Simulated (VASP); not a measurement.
The system is Al2Pt.

```
CELL_PARAMETERS angstrom
0.00000 2.95500 2.95500
2.95500 0.00000 2.95500
2.95500 2.95500 0.00000
ATOMIC_POSITIONS crystal
Pt 0.00000 0.00000 0.00000
Al 0.75000 0.75000 0.75000
Al 0.25000 0.25000 0.25000
```

Base run:

- Program: VASP 6.6.1
- Functional: PBEsol
- Dispersion: D3(BJ)
- Potentials or basis: VASP PAW PBE potentials, release 64 (Pt, Al)
- Cutoff: 520 eV
- k mesh: 8 × 8 × 8
- Occupations: fermi-dirac, width 0.05 eV
- Spin: no spin polarisation

Its results: band gap on the k mesh zero (band 8 reaches 11.58 eV, above the bottom of band 9 at 6.18 eV); pressure -4.7 GPa.

Task: The run is repeated on the same cell with these changes: dispersion from D3(BJ) to none. What comes out?

Result: Band gap on the k mesh zero (band 8 reaches 11.58 eV, above the bottom of band 9 at 6.18 eV); pressure -1.0 GPa.

Dispersion adds attraction, which lowers the pressure at fixed volume and, as a term added to the energy, leaves the levels alone.

Caveats: the PAW data sets were made with another functional, which shifts forces and pressure a little; spin-orbit coupling is left out, which moves the levels of the heavy elements; three body term missing (some runs); pairwise dispersion overbinds metals, which lowers pressure and volume (some runs).
